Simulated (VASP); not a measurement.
**Sn: relaxation of cell and atoms with LDA**

The system is Sn.

```
Sn
1.0
     0.00000    3.23647    3.23647
     3.23647    0.00000    3.23647
     3.23647    3.23647    0.00000
Sn
2
Direct
  0.50000 0.50000 0.50000
  0.75000 0.75000 0.75000
```

This isn't the form of Sn at room conditions, which is tetragonal (white tin).

```json
{"Program": "VASP 6.6.1", "Task": "relaxation of cell and atoms", "Functional": "LDA", "Potentials or basis": "VASP PAW LDA potentials, release 64 (Sn_d)", "Cutoff": "600 eV", "k mesh": "16 × 16 × 16", "Occupations": "fermi-dirac, width 0.15 eV", "Spin": "no spin polarisation", "Dipole correction": "no", "Further INCAR settings": "ALGO = Fast; EDIFF = 1e-06; IBRION = 2; EDIFFG = -0.001; NSW = 80; ISIF = 3"}
```

- Relaxed volume: 33.98 Å³/atom
- Relaxed cell: a = 4.581 Å, b = 4.581 Å, c = 4.581 Å, α = 60.00°, β = 60.00°, γ = 60.00°
- Space group after relaxing (to 0.1 Å): Fd-3m (No. 227)
- Energy gained by relaxing: 0.0 meV/atom
- Ionic steps: 8
- Pressure after relaxing: 0.0 GPa
- Band gap on the k mesh: zero (bands 14 and 15 overlap by 0.18 eV)

Final structure:
```xyz
2
Lattice="0.0000 3.2390 3.2390 3.2390 0.0000 3.2390 3.2390 3.2390 0.0000" Properties=species:S:1:pos:R:3 pbc="T T T"
Sn    3.2390    3.2390    3.2390
Sn    4.8585    4.8585    4.8585
```

Levels at points of the mesh, in eV from the Fermi level:
| k point | band 10 | band 11 | band 12 | band 13 | band 14 | band 15 | band 16 | band 17 | band 18 |
| --- | --- | --- | --- | --- | --- | --- | --- | --- | --- |
| (0.00, 0.00, 0.00) | -21.28 | -10.73 | -0.81 | 0.04 | 0.04 | 0.04 | 2.10 | 2.10 | 2.10 |
| (0.50, 0.00, 0.00) | -21.23 | -9.10 | -6.40 | -1.17 | -1.17 | -0.14 | 3.18 | 3.18 | 5.48 |
| (0.50, 0.50, 0.00) | -21.21 | -7.62 | -7.62 | -2.53 | -2.53 | 0.71 | 0.71 | 7.64 | 7.64 |

Run time: 8.5 min on 1 thread of Intel(R) Xeon(R) Platinum 8488C (Sapphire Rapids) (shared host), peak memory 0.32 GiB.

Caveat: spin-orbit coupling is left out, which moves the levels of the heavy elements.
